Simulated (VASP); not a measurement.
Crystal: WSe.

```
CELL_PARAMETERS angstrom
0.00000 2.61556 2.61556
2.61556 0.00000 2.61556
2.61556 2.61556 0.00000
ATOMIC_POSITIONS crystal
W 0.00000 0.00000 0.00000
Se 0.50000 0.50000 0.50000
```

Base run:

| Property | Result |
| --- | --- |
| Program | VASP 6.6.1 |
| Functional | r2SCAN |
| Potentials or basis | VASP PAW PBE potentials, release 64 (W_sv, Se) |
| Cutoff | 520 eV |
| k mesh | 14 × 14 × 14 |
| Occupations | gaussian, width 0.1 eV |
| Spin | collinear spin |
| Starting moments | [2.5, 0.0] μB |

Its results: pressure 8.7 GPa.

The run is repeated on the same cell with these changes: spin from collinear spin to no spin polarisation; further incar settings from ALGO = Normal; EDIFF = 1e-06; NBANDS = 21 to ALGO = Normal; EDIFF = 1e-07; NBANDS = 17. What comes out?

Pressure -2.4 GPa.

Caveats: the PAW data sets were made with another functional, which shifts forces and pressure a little; the cell stands under pressure (at least some runs).
